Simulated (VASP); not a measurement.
Write the native input for VASP 6.6.1 that does the following.

* Task: single point
* Functional: PBE
* Potentials or basis: VASP PAW PBE potentials, release 64 (K_sv)
* Cutoff: 520 eV
* k mesh: 13 × 13 × 7
* Occupations: fermi-dirac, width 0.1 eV
* Spin: no spin polarisation
* Dipole correction: no
* Further INCAR settings: ALGO = Normal; EDIFF = 1e-06; NBANDS = 16

The structure of K lies in POSCAR:

```
K
1.0
    4.6530426881      0.0000000000      0.0000000000
   -2.3265213440      4.0296531728      0.0000000000
    0.0000000000      0.0000000000      7.5865984622
K
2
Direct
    0.3333333333      0.6666666667      0.2500000000
    0.6666666667      0.3333333333      0.7500000000
```

This isn't the form of K at room conditions, which is bcc.

One way to write it, as run:

INCAR

```
SYSTEM = K
ALGO     = Normal         ! electronic algorithm
EDIFF    = 1E-6           ! SCF threshold, eV
ENCUT    = 520            ! plane-wave cutoff, eV
GGA      = PE             ! functional
ISIF     = 2              ! what is computed and relaxed
ISMEAR   = -1             ! smearing method
LASPH    = .True.         ! aspherical terms in the spheres
LCHARG   = .True.         ! write CHGCAR
LELF     = .True.         ! ELF
LREAL    = .False.        ! projectors in reciprocal space
LVHAR    = .True.       
LWAVE    = .False.        ! write WAVECAR
NBANDS   = 16             ! bands
NELM     = 80             ! most SCF steps
PREC     = Accurate       ! precision mode
SIGMA    = 0.1            ! smearing width, eV
```

KPOINTS

```
k-points
0
Gamma
  13 13 7
  0 0 0
```

Potentials or basis: VASP PAW PBE potentials, release 64 (K_sv).

Command:

```sh
$ cat potpaw_PBE.64/K_sv/POTCAR > POTCAR
$ mpirun -np 1 vasp_std > vasp.out
```

Results of the run:

| Property | Result |
| --- | --- |
| Pressure | 0.2 GPa |
| Band gap on the k mesh | zero (bands 9 and 10 overlap by 2.12 eV) |

Wall time 59 s on 1 thread of Intel(R) Xeon(R) 6975P-C (Granite Rapids), on a shared host, peak memory 0.34 GiB.
